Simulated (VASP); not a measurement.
Wanted: the native input for a VASP 6.6.1 run.

| Quantity | Value |
| --- | --- |
| Task | single point |
| Functional | RPBE |
| Potentials or basis | VASP PAW PBE potentials, release 64 (Co) |
| Cutoff | 520 eV |
| k mesh | 12 × 12 × 17 |
| Occupations | fermi-dirac, width 0.1 eV |
| Spin | no spin polarisation |
| Dipole correction | no |
| Further INCAR settings | ALGO = Normal; EDIFF = 1e-06; NBANDS = 20 |

The structure of Co lies in POSCAR:

```
Co
1.0
    3.7764606774      0.0000000000      0.0000000000
   -1.8882303387      3.2705108830      0.0000000000
    0.0000000000      0.0000000000      2.3158973082
Co
3
Direct
    0.0000000000      0.0000000000      0.0000000000
    0.3333333333      0.6666666667      0.5000000000
    0.6666666667      0.3333333333      0.5000000000
```

This cell differs from its parent crystal: volume scaled by 0.88.

The input as run:

INCAR

```
PREC     = Accurate       # precision mode
ENCUT    = 520            # plane-wave cutoff, eV
EDIFF    = 1E-6           # SCF threshold, eV
ISMEAR   = -1             # smearing method
SIGMA    = 0.1            # smearing width, eV
LREAL    = F              # projectors in reciprocal space
LASPH    = T              # aspherical terms in the spheres
NELM     = 80             # most SCF steps
ALGO     = Normal         # electronic algorithm
ISIF     = 2              # what is computed and relaxed
LWAVE    = F              # write WAVECAR
LCHARG   = F              # write CHGCAR
GGA      = RP             # functional
NBANDS   = 20             # bands
```

KPOINTS

```
Automatic mesh
0
Gamma
  12 12 17
```

Potentials or basis: VASP PAW PBE potentials, release 64 (Co).

Launch:

```console
$ cat potpaw_PBE.64/Co/POTCAR > POTCAR
$ mpirun -np 1 vasp_std > vasp.out
```

Results of the run:

```
Pressure : 36.7 GPa
```

Caveat: the PAW data sets were made with another functional, which shifts forces and pressure a little; the run has no spin polarisation, though such a crystal can be magnetic.

Run time: 37 s on 1 thread of Intel(R) Xeon(R) 6975P-C (Granite Rapids), on a shared host, peak memory 0.19 GiB.
